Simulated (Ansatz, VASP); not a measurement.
## NaI: VASP beside Ansatz

```xyz
2
Lattice="0.0000 3.2999 3.2999 3.2999 0.0000 3.2999 3.2999 3.2999 0.0000" Properties=species:S:1:pos:R:3 pbc="T T T"
I     3.2999    3.2999    3.2999
Na    0.0000    0.0000    0.0000
```

Alike in both runs: task single point; functional PBE0; k mesh 4 × 4 × 4; occupations fermi-dirac, width 0.05 eV; no spin polarisation.

|  | VASP | Ansatz |
| --- | --- | --- |
| version | VASP 6.6.1 | Ansatz 0.2.0 |
| potentials or method | VASP PAW PBE potentials, release 64 (I, Na_pv) | Ansatz PAW |
| plane-wave cutoff (eV) | 520 | 420 |
| valence electrons in the cell | 14 | 26 |

|  | VASP | Ansatz | Ansatz less VASP |
| --- | --- | --- | --- |
| gap on the k mesh at the Fermi level (eV) | 5.20 | 5.19 | -0.005 |
| least direct gap on the mesh (eV) | 5.20 | 5.19 | -0.005 |
| pressure (GPa) | -0.8 | -0.7 | +0.04 |

The functional is the same, so the differences come from potentials, cutoffs and numerics. VASP's potentials hold 14 valence electrons a cell and Ansatz's 26, so a difference there can come from the potentials and not from the codes.

Spin-orbit coupling is off throughout.
